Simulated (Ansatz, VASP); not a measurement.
# Two plane-wave programs on Be3Te4

INCAR

```
SYSTEM = Be3Te4
ALGO = Normal
EDIFF = 1E-7
EDIFFG = -0.08
ENCUT = 600
GGA = PE
IBRION = 2
ISIF = 3
ISMEAR = 0
LASPH = .TRUE.
LCHARG = .FALSE.
LREAL = .FALSE.
LWAVE = .FALSE.
NELM = 60
NSW = 36
PREC = Accurate
SIGMA = 0.2
```

Contents of KPOINTS:

```
k-points
0
G
  4 4 4
  0 0 0
```

POSCAR

```
Be3Te4
1.0
   -2.6700000000      2.6700000000      5.3500000000
    2.6700000000     -2.6700000000      5.3500000000
    2.6700000000      2.6700000000     -5.3500000000
Be Te
3 4
Direct
    0.2500000000      0.7500000000      0.5000000000
    0.7500000000      0.2500000000      0.5000000000
    0.5000000000      0.5000000000      0.0000000000
    0.3750000000      0.8750000000      0.0000000000
    0.8750000000      0.3750000000      0.0000000000
    0.1250000000      0.1250000000      0.5000000000
    0.6250000000      0.6250000000      0.5000000000
```

Input for Ansatz:

```yaml
crystal:
  lattice:
    - [-2.67, 2.67, 5.35]
    - [2.67, -2.67, 5.35]
    - [2.67, 2.67, -5.35]
  atoms:
    - { symbol: Be, position: [0.25, 0.75, 0.5] }
    - { symbol: Be, position: [0.75, 0.25, 0.5] }
    - { symbol: Be, position: [0.5, 0.5, 0.0] }
    - { symbol: Te, position: [0.375, 0.875, 0.0] }
    - { symbol: Te, position: [0.875, 0.375, 0.0] }
    - { symbol: Te, position: [0.125, 0.125, 0.5] }
    - { symbol: Te, position: [0.625, 0.625, 0.5] }
basis:
  ecutwfc: 420
kpoints:
  mp_grid: { grid: [4, 4, 4] }
hamiltonian:
  xc: pbe
scf:
  occupations: { method: gaussian, width: 0.2 }
  lower_state_search: "off"
output:
  forces: true
  stress: true
  eigenvalues: true
relax:
  adjacent_minimum: "off"
  f_tol: 0.08
  max_steps: 16
  cell: { stress_tol: 0.8 }
```

Change from the starting cell: built by hand: vacancy famatinite (I-42m, No. 121).

Alike in both runs: task relaxation of cell and atoms; functional PBE; k mesh 4 × 4 × 4; occupations gaussian, width 0.2 eV; no spin polarisation.

```csv
,VASP,Ansatz
version,VASP 6.6.1,Ansatz 0.2.0
potentials or method,"VASP PAW PBE potentials, release 64 (Be, Te), cutoff 600 eV","scalar-relativistic, plane waves, PAW"
valence electrons in the cell,30,70
```

Ansatz gave:

| Quantity | Value |
| --- | --- |
| gap on the k mesh at the Fermi level, each at its own relaxed structure (eV) | none |
| relaxed volume (Å³/atom) | 24.80 |
| relaxed cell length with the largest relative difference (Å) | 6.912 |

**Question.** What did VASP give for the same quantities?

**Answer.** gap on the k mesh at the Fermi level, each at its own relaxed structure (eV): none; relaxed volume (Å³/atom): 24.85; relaxed cell length with the largest relative difference (Å): 6.857.

A gap of «none» marks a metal or a gap that the smearing closes. VASP's potentials hold 30 valence electrons a cell and Ansatz's 70, so a difference there can come from the potentials and not from the codes.

The k mesh is coarse, so the values compare programs but aren't converged. Spin-orbit coupling is off throughout.
